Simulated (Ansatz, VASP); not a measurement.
**One calculation of ZnS, two programs**

```
Zn S
1.0
     0.00000    2.67777    2.67777
     2.67777    0.00000    2.67777
     2.67777    2.67777    0.00000
Zn S
1 1
Direct
  0.25000 0.25000 0.25000
  0.00000 0.00000 0.00000
```

Alike in both runs: functional PBEsol; k mesh 10 × 10 × 10; occupations gaussian, width 0.02 eV; no spin polarisation.

Ansatz relaxed the structure, and its values are those at the end. VASP's run is a single point on that final structure, the one shown.

|  | VASP | Ansatz |
| --- | --- | --- |
| version | VASP 6.6.1 | Ansatz 0.2.0 |
| potentials or method | VASP PAW PBE potentials, release 64 (Zn, S), cutoff 520 eV | scalar-relativistic, plane waves, PAW |
| valence electrons in the cell | 18 | 18 |

```tsv
	VASP	Ansatz	Ansatz less VASP
gap on the k mesh at the Fermi level (eV)	2.10	2.09	-0.007
least direct gap on the mesh (eV)	2.10	2.09	-0.007
pressure (GPa)	0.2	0.0	-0.20
```

VASP's potentials were made for PBE, not for PBEsol.
